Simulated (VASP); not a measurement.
Input of a VASP 6.6.1 run:

File INCAR:

```
SYSTEM = Hg
ALGO     = Fast           ! electronic algorithm
EDIFF    = 1E-7           ! SCF threshold, eV
ENCUT    = 520            ! plane-wave cutoff, eV
GGA      = PS             ! functional
ISIF     = 2              ! what is computed and relaxed
ISMEAR   = 0              ! smearing method
IVDW     = 12             ! dispersion correction
LASPH    = .True.         ! aspherical terms in the spheres
LCHARG   = .False.        ! write CHGCAR
LREAL    = .False.        ! projectors in reciprocal space
LWAVE    = .False.        ! write WAVECAR
NBANDS   = 19             ! bands
NELM     = 80             ! most SCF steps
PREC     = Accurate       ! precision mode
SIGMA    = 0.15           ! smearing width, eV
```

KPOINTS

```
k-points
0
Gamma
  18 18 10
  0 0 0
```

The input POSCAR:

```
Hg
1.0
    2.9964000000      0.0000000000      0.0000000000
   -1.4982000000      2.5949585199      0.0000000000
    0.0000000000      0.0000000000      5.4194000000
Hg
2
Direct
    0.6666666667      0.3333333333      0.7500000000
    0.3333333333      0.6666666667      0.2500000000
```

Potentials or basis: VASP PAW PBE potentials, release 64 (Hg).

The run is started by

```bash
$ cat potpaw_PBE.64/Hg/POTCAR > POTCAR
$ mpirun -np 1 vasp_std > vasp.out
```

Predict the dispersion energy per atom.

-0.476 eV.

What does it give for the band gap on the k mesh?

Zero (bands 12 and 13 overlap by 2.98 eV).

Stress tensor (GPa, compression positive):
```
3.30 0.00 0.00
0.00 3.30 0.00
0.00 0.00 1.30
```

Caveat: the PAW data sets were made with another functional, which shifts forces and pressure a little; spin-orbit coupling is left out, which moves the levels of the heavy elements.
